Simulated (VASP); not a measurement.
# CaO (P4/nmm) in VASP: single point with PBE

Aim: the single point of CaO with PBE.

Everything below comes from runs of VASP 6.6.1. Logs are shortened: lines on timing, memory, paths and dates and some standing lists are left out, and cuts for length are marked.

## 1. The cell of the first run

It takes space group P4/nmm (No. 129, tetragonal). The conventional cell has a = 2.780 Å, b = 2.780 Å, c = 8.360 Å, α = 90.00°, β = 90.00°, γ = 90.00°. Ca (site symmetry 4mm) has 8 Ca at 2.78 to 2.84 Å and 4 O at 2.93 Å within 3.7 Å. Within 3.7 Å of O (site symmetry 4mm) lie 8 O at 2.78 to 2.79 Å and 4 Ca at 2.93 Å.

## 2. Single point, PBE, collinear spin, ferromagnetic start

The input, INCAR:

```
PREC = Accurate ; ENCUT = 600
EDIFF = 1E-6 ; ISMEAR = 0
SIGMA = 0.1 ; LREAL = F
LASPH = T ; NELM = 200
ALGO = Normal ; ISIF = 2
LWAVE = F ; LCHARG = F
ISPIN = 2 ; MAGMOM = 0 0 1 1
LORBIT = 11 ; GGA = PE
NBANDS = 28 ; GGA_COMPAT = F
```

The input, KPOINTS:

```
Automatic mesh
0
Gamma
  6 6 2
```

The input, POSCAR:

```
CaO
1.0
    2.7803684900      0.0000000000      0.0000000000
    0.0000000000      2.7803684900      0.0000000000
    0.0000000000      0.0000000000      8.3599680800
Ca O
2 2
Direct
    0.0000000000      0.5000000000      0.3774743400
    0.5000000000      0.0000000000      0.6225256600
    0.0000000000      0.5000000000      0.8816416900
    0.5000000000      0.0000000000      0.1183583100
```

Potentials or basis: VASP PAW PBE potentials, release 64 (Ca_sv, O).

Launch:

```console
$ cat potpaw_PBE.64/Ca_sv/POTCAR potpaw_PBE.64/O/POTCAR > POTCAR
$ mpirun -np 1 vasp_std > vasp.out
```

OUTCAR:

```text
PREC = Accurate
   ENCUT = 600
   EDIFF = 1E-6
   ISMEAR = 0
   LREAL = F
   LASPH = T
   NELM = 200
   ISIF = 2
   ISPIN = 2
   LORBIT = 11
   GGA = PE

 ion  position               nearest neighbor table
   1  0.000  0.500  0.377-   2 2.84   2 2.84   2 2.84   2 2.84
   2  0.500  0.000  0.623-   1 2.84   1 2.84   1 2.84   1 2.84
   3  0.000  0.500  0.882-
   4  0.500  0.000  0.118-

  LATTYP: Found a simple tetragonal cell.
 ALAT       =     2.7803684900
 C/A-ratio  =     3.0067842123

  Lattice vectors:

 A1 = (   2.7803684900,   0.0000000000,   0.0000000000)
 A2 = (   0.0000000000,   2.7803684900,   0.0000000000)
 A3 = (   0.0000000000,   0.0000000000,   8.3599680800)

Analysis of symmetry for initial positions (statically):
=====================================================================
 Subroutine PRICEL returns:
 Original cell was already a primitive cell.

 Routine SETGRP: Setting up the symmetry group for a
 simple tetragonal supercell.

 Subroutine GETGRP returns: Found 16 space group operations
 (whereof  8 operations were pure point group operations)
 out of a pool of 16 trial point group operations.

The static configuration has the point symmetry D_2d.
 The point group associated with its full space group is D_4h.

Analysis of symmetry for dynamics (positions and initial velocities):
=====================================================================
 Subroutine PRICEL returns:
 Original cell was already a primitive cell.

 Routine SETGRP: Setting up the symmetry group for a
 simple tetragonal supercell.

 Subroutine GETGRP returns: Found 16 space group operations
 (whereof  8 operations were pure point group operations)
 out of a pool of 16 trial point group operations.

The dynamic configuration has the point symmetry D_2d.
 The point group associated with its full space group is D_4h.

Analysis of structural, dynamic, and magnetic symmetry:
=====================================================================
 Subroutine PRICEL returns:
 Original cell was already a primitive cell.

 Routine SETGRP: Setting up the symmetry group for a
 simple tetragonal supercell.

 Subroutine GETGRP returns: Found 16 space group operations
 (whereof  8 operations were pure point group operations)
 out of a pool of 16 trial point group operations.

The overall configuration has the point symmetry D_2d.
 The point group associated with its full space group is D_4h.

 Subroutine INISYM returns: Found 16 space group operations
 (whereof  8 operations are pure point group operations),
 and found     1 'primitive' translations

----------------------------------------------------------------------------------------

                                     Primitive cell

  volume of cell :      64.6263

  direct lattice vectors                    reciprocal lattice vectors
     2.780368490  0.000000000  0.000000000     0.359664557  0.000000000  0.000000000
     0.000000000  2.780368490  0.000000000     0.000000000  0.359664557  0.000000000
     0.000000000  0.000000000  8.359968080     0.000000000  0.000000000  0.119617682

  length of vectors
     2.780368490  2.780368490  8.359968080     0.359664557  0.359664557  0.119617682

  position of ions in fractional coordinates (direct lattice)
     0.000000000  0.500000000  0.377474340
     0.500000000  0.000000000  0.622525660
     0.000000000  0.500000000  0.881641690
     0.500000000  0.000000000  0.118358310

  ion indices of the primitive-cell ions
   primitive index   ion index
                 1           1
                 2           2
                 3           3
                 4           4

----------------------------------------------------------------------------------------

 KPOINTS: Automatic mesh

Automatic generation of k-mesh.
 Grid dimensions read from file:
 generate k-points for:    6    6    2

 Generating k-lattice:

  Cartesian coordinates                     Fractional coordinates (reciprocal lattice)
     0.059944093  0.000000000  0.000000000     0.166666667  0.000000000  0.000000000
     0.000000000  0.059944093  0.000000000     0.000000000  0.166666667  0.000000000
     0.000000000  0.000000000  0.059808841     0.000000000  0.000000000  0.500000000

  Length of vectors
     0.059944093  0.059944093  0.059808841

  Shift w.r.t. Gamma in fractional coordinates (k-lattice)
     0.000000000  0.000000000  0.000000000

 Subroutine IBZKPT returns following result:
 ===========================================

 Found     20 irreducible k-points:

 Following reciprocal coordinates:
            Coordinates               Weight
  0.000000  0.000000  0.000000      1.000000
  0.166667  0.000000  0.000000      4.000000
  0.333333  0.000000  0.000000      4.000000
  0.500000  0.000000  0.000000      2.000000
  0.166667  0.166667  0.000000      4.000000
  0.333333  0.166667  0.000000      8.000000
[... 12 lines left out ...]
  0.500000  0.333333  0.500000      4.000000
  0.500000  0.500000  0.500000      1.000000
   k-points           NKPTS =     20   k-points in BZ     NKDIM =     20   number of bands    NBANDS=     28
   number of dos      NEDOS =    301   number of ions     NIONS =      4
   total plane-waves  NPLWV =  40320
   dimension x,y,z NGX =    24 NGY =   24 NGZ =   70
   dimension x,y,z NGXF=    48 NGYF=   48 NGZF=  140
   ions per type =               2   2
   NGX,Y,Z   is equivalent  to a cutoff of  14.35, 14.35, 13.92 a.u.
   NGXF,Y,Z  is equivalent  to a cutoff of  28.70, 28.70, 27.84 a.u.
 SYSTEM =  unknown system
   PREC   = accura    normal or accurate (medium, high low for compatibility)
   ISTART =      0    job   : 0-new  1-cont  2-samecut
   ICHARG =      2    charge: 1-file 2-atom 10-const
   ISPIN  =      2    spin polarized calculation?
   LNONCOLLINEAR =      F non collinear calculations
   LSORBIT =      F    spin-orbit coupling
   LASPH  =      T    aspherical Exc in radial PAW
   ENCUT  =  600.0 eV  44.10 Ry    6.64 a.u.   5.55  5.55 16.70*2*pi/ulx,y,z
   NELM   =    200;   NELMIN=  2; NELMDL= -5     # of ELM steps
   EDIFF  = 0.1E-05   stopping-criterion for ELM
   LREAL  =      F    real-space projection
   EDIFFG = 0.1E-04   stopping-criterion for IOM
   NSW    =      0    number of steps for IOM
   IBRION =     -1    ionic relax: 0-MD 1-quasi-New 2-CG
   NFREE  =      0    steps in history (QN), initial steepest desc. (CG)
   ISIF   =      2    stress and relaxation
   ISYM   =      2    0-nonsym 1-usesym 2-fastsym
   POTIM  = 0.5000    time-step for ionic-motion
   TEBEG  =    0.0;   TEEND  =   0.0 temperature during run
   PSTRESS=    0.0 pullay stress
   NELECT =      32.0000    total number of electrons
   NUPDOWN=      -1.0000    fix difference up-down
   EMIN   =  10.00;   EMAX   =-10.00  energy-range for DOS
   EFERMI =   0.00;   METHOD = LEGACY
   ISMEAR =     0;   SIGMA  =   0.10  broadening in eV -4-tet -1-fermi 0-gaus
   EFERMI_NEDOS =   21; number of points for ismear=-14 and -15
   IALGO  =     38    algorithm
   IMIX   =      4    mixing-type and parameters
     AMIX     =   0.40;   BMIX     =  1.00
     AMIX_MAG =   1.60;   BMIX_MAG =  1.00
  volume/ion in A,a.u.               =      16.16       109.03
  Fermi-wavevector in a.u.,A,eV,Ry     =   1.295155  2.447488 22.822769  1.677426
  Thomas-Fermi vector in A             =   2.426693
   LORBIT       =     11    0 simple, 1 ext, 2 COOP (PROOUT), +10 PAW based schemes
   GGA     = PE    functional components
   LHFCALC =     F    Hartree Fock is set to
   AEXX    =    0.0000 exact exchange contribution
   IVDW    =     0    specifies the selected vdW correction
   LEPSILON=     F    determine dielectric tensor
   LRPA    =     F    only Hartree local field effects (RPA)
 spin polarized calculation
 Gauss-broadening in eV      SIGMA  =   0.10
  energy-cutoff  :      600.00
  volume of cell :       64.63
 maximum number of plane-waves:      2191
 NGX is ok and might be reduce to    24
   NGX = 11   NGY = 11   NGZ = 33

 number of electron      31.9999999 magnetization       2.5025008

 Free energy of the ion-electron system (eV)
  ---------------------------------------------------
  ext. energy  EPLUGINS =         0.00000000
  ---------------------------------------------------
  free energy    TOTEN  =        -8.14122803 eV

  energy without entropy =       -8.12203985  energy(sigma->0) =       -8.13163394

 E-fermi :   2.5371     XC(G=0):  -9.9585

 val. band max:        2.5154713168   @ k =   0.5000   0.0000   0.0000
 cond. band min:       2.5485499707   @ k =   0.5000   0.1667   0.0000
 fundamental gap:      0.0330786539
 Fermi energy:         2.5370918936

 spin component 1

 k-point     1 :       0.0000    0.0000    0.0000
  band No.  band energies     occupation
      1     -38.5784      1.00000
      2     -38.1375      1.00000
      3     -19.9799      1.00000
      4     -18.8788      1.00000
      5     -18.8788      1.00000
      6     -18.7143      1.00000
[... 20 lines left out ...]
     27       9.9641      0.00000
[... 566 lines left out ...]
      5     -19.5999      1.00000
      6     -19.5999      1.00000
[... 20 lines left out ...]
     27      11.6622      0.00000
     28      11.6622      0.00000
 Fermi energy:         2.5370918936

 spin component 2

 k-point     1 :       0.0000    0.0000    0.0000
  band No.  band energies     occupation
      1     -38.5960      1.00000
      2     -38.1580      1.00000
      3     -20.0007      1.00000
      4     -18.8963      1.00000
      5     -18.8963      1.00000
      6     -18.7417      1.00000
[... 20 lines left out ...]
     27       9.9287      0.00000
[... 567 lines left out ...]
      6     -19.6231      1.00000
[... 20 lines left out ...]
     27      11.6946      0.00000
     28      11.6946      0.00000

------------------------ aborting loop because EDIFF is reached ----------------------------------------

  FORCE on cell =-STRESS in cart. coord.  units (eV):
  Direction    XX          YY          ZZ          XY          YZ          ZX
  --------------------------------------------------------------------------------------
  -------------------------------------------------------------------------------------
  Total        9.9722752      9.9722752      1.4445853      0.0000000      0.0000000      0.0000000
  in kB      247.2267742    247.2267742     35.8133086      0.0000000      0.0000000      0.0000000
  external PRESSURE =     176.7556190 kB  Pullay stress =       0.0000000 kB

 VOLUME and BASIS-vectors are now :
 -----------------------------------------------------------------------------
  energy-cutoff  :      600.00
  volume of cell :       64.63
      direct lattice vectors                 reciprocal lattice vectors
     2.780368490  0.000000000  0.000000000     0.359664557  0.000000000  0.000000000
     0.000000000  2.780368490  0.000000000     0.000000000  0.359664557  0.000000000
     0.000000000  0.000000000  8.359968080     0.000000000  0.000000000  0.119617682

 POSITION                                       TOTAL-FORCE (eV/Angst)
 -----------------------------------------------------------------------------------
      0.00000      1.39018      3.15567         0.000000      0.000000     -7.828427
      1.39018      0.00000      5.20429         0.000000      0.000000      7.828427
      0.00000      1.39018      7.37050        -0.000000     -0.000000     -2.209832
      1.39018      0.00000      0.98947         0.000000      0.000000      2.209832
 -----------------------------------------------------------------------------------
    total drift:                                0.000000      0.000000      0.000000

  FREE ENERGIE OF THE ION-ELECTRON SYSTEM (eV)
  ---------------------------------------------------
  free  energy   TOTEN  =        -8.1412280261 eV

  energy  without entropy=       -8.1220398520  energy(sigma->0) =       -8.13163394

 total charge

# of ion       s       p       d       tot
------------------------------------------
    1        2.135   5.837   0.506   8.478
    2        2.135   5.837   0.506   8.478
    3        1.614   3.017   0.000   4.631
    4        1.614   3.017   0.000   4.631
--------------------------------------------------
tot          7.497  17.709   1.012  26.218

 magnetization (x)

# of ion       s       p       d       tot
------------------------------------------
    1        0.004   0.007  -0.025  -0.014
    2        0.004   0.007  -0.025  -0.014
    3        0.012   1.081   0.000   1.093
    4        0.012   1.081   0.000   1.093
--------------------------------------------------
tot          0.032   2.176  -0.050   2.159
```

It took 2.1 min on 1 thread of Intel Xeon 6975P-C (Granite Rapids), shared host; peak memory 0.26 GiB.

What came out:

```yaml
Free_energy: -8.1412 eV
Pressure: 17.7 GPa
Largest_force: 7.828 eV/Å
Net_moment: 2.50 μB per cell
Site_moments: Ca -0.01; O +1.09 μB
Valence_electrons_inside_the_program's_atomic_spheres: Ca 8.48; O 4.63
```

Forces on the atoms (eV/Å):
```
Ca   0.000  0.000 -7.828
Ca   0.000  0.000  7.828
O    0.000  0.000 -2.210
O    0.000  0.000  2.210
```

Caveat: the k points lie up to 0.38 Å⁻¹ apart; forces of over 1 eV/Å act on the atoms, so gaps and moduli don't describe the material at rest.
